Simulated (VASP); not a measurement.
GaP, 2 atoms in the cell. Symmetry: F-43m, No. 216, cubic system. Conventional cell: a = 5.218 Å, b = 5.218 Å, c = 5.218 Å, α = 90.00°, β = 90.00°, γ = 90.00°. Within 3.0 Å of Ga (site symmetry -43m) lie 4 P at 2.26 Å. Within 3.0 Å of P (site symmetry -43m) lie 4 Ga at 2.26 Å. 

* Program: VASP 6.6.1
* Task: vibrations by perturbation theory
* Functional: LDA
* Potentials or basis: VASP PAW LDA potentials, release 64 (Ga_d, P)
* Cutoff: 520 eV
* k mesh: 10 × 10 × 10
* Occupations: gaussian, width 0.01 eV
* Spin: no spin polarisation
* Dipole correction: no
* Further INCAR settings: ALGO = Normal; EDIFF = 1e-08; NBANDS = 16; IBRION = 8; NSW = 1

Potentials or basis: VASP PAW LDA potentials, release 64 (Ga_d, P).

Command:

```bash
$ cat potpaw_LDA.64/Ga_d/POTCAR potpaw_LDA.64/P/POTCAR > POTCAR
$ mpirun -np 1 vasp_std > vasp.out
```

Hardware: 1 thread of Intel(R) Xeon(R) 6975P-C (Granite Rapids) (shared host).

Problem. How long does it take, and how much memory?

Solution. Run time: 5.8 min on 1 thread of Intel(R) Xeon(R) 6975P-C (Granite Rapids) (shared host), peak memory 0.35 GiB. Counts: scf iterations 169, k points 47.
